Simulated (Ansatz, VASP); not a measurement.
BaS in VASP and in Ansatz

The input INCAR:

```
SYSTEM = BaS
ALGO     = Normal         ! electronic algorithm
EDIFF    = 1E-7           ! SCF threshold, eV
EDIFFG   = -0.002         ! ionic threshold
ENCUT    = 500            ! plane-wave cutoff, eV
GGA      = PS             ! functional
GGA_COMPAT= .FALSE.      
IBRION   = 2              ! ionic algorithm
ISIF     = 3              ! what is computed and relaxed
ISMEAR   = 0              ! smearing method
LASPH    = .TRUE.         ! aspherical terms in the spheres
LCHARG   = .FALSE.        ! write CHGCAR
LREAL    = .FALSE.        ! projectors in reciprocal space
LWAVE    = .FALSE.        ! write WAVECAR
NELM     = 120            ! most SCF steps
NELMIN   = 4            
NSW      = 100            ! ionic steps
PREC     = Accurate       ! precision mode
SIGMA    = 0.02           ! smearing width, eV
```

The input KPOINTS:

```
k-points
0
G
  8 8 8
  0 0 0
```

The input POSCAR:

```
BaS
1.0
    0.0000000000      3.1850000000      3.1850000000
    3.1850000000      0.0000000000      3.1850000000
    3.1850000000      3.1850000000      0.0000000000
Ba S
1 1
Direct
    0.0000000000      0.0000000000      0.0000000000
    0.5000000000      0.5000000000      0.5000000000
```

Input for Ansatz:

```yaml
crystal:
  lattice:
    - [0.0, 3.185, 3.185]
    - [3.185, 0.0, 3.185]
    - [3.185, 3.185, 0.0]
  atoms:
    - { symbol: Ba, position: [0.0, 0.0, 0.0] }
    - { symbol: S, position: [0.5, 0.5, 0.5] }
basis:
  ecutwfc: 420
kpoints:
  mp_grid: { grid: [8, 8, 8] }
hamiltonian:
  xc: pbesol
  pseudopotentials: { kind: paw, azcp: { folder: soft_1 } }
scf:
  occupations: { method: gaussian, width: 0.02 }
output:
  forces: true
  stress: true
  eigenvalues: true
  write_density: true
  write_potential: true
  elf: true
  volumetric_format: npy
relax:
  adjacent_minimum: "off"
  f_tol: 0.002
  max_steps: 80
  cell: { stress_tol: 0.02 }
```

Alike in both runs: task relaxation of cell and atoms; functional PBEsol; k mesh 8 × 8 × 8; occupations gaussian, width 0.02 eV; no spin polarisation.

```csv
,VASP,Ansatz
version,VASP 6.6.1,Ansatz 0.2.0
potentials or method,"VASP PAW PBE potentials, release 64 (Ba_sv, S), cutoff 500 eV","scalar-relativistic, plane waves, PAW"
valence electrons in the cell,16,16
```

```tsv
	VASP	Ansatz	Ansatz less VASP
gap on the k mesh at the Fermi level, each at its own relaxed structure (eV)	1.96	2.04	+0.078
relaxed volume (Å³/atom)	32.19	31.74	-0.451
relaxed length of the cell vector where the two differ most in proportion (Å)	4.499	4.478	-0.0211
```

VASP's potentials were made for PBE, not for PBEsol, and Ansatz warns of the same on its side.

Neither program's run includes spin-orbit coupling.
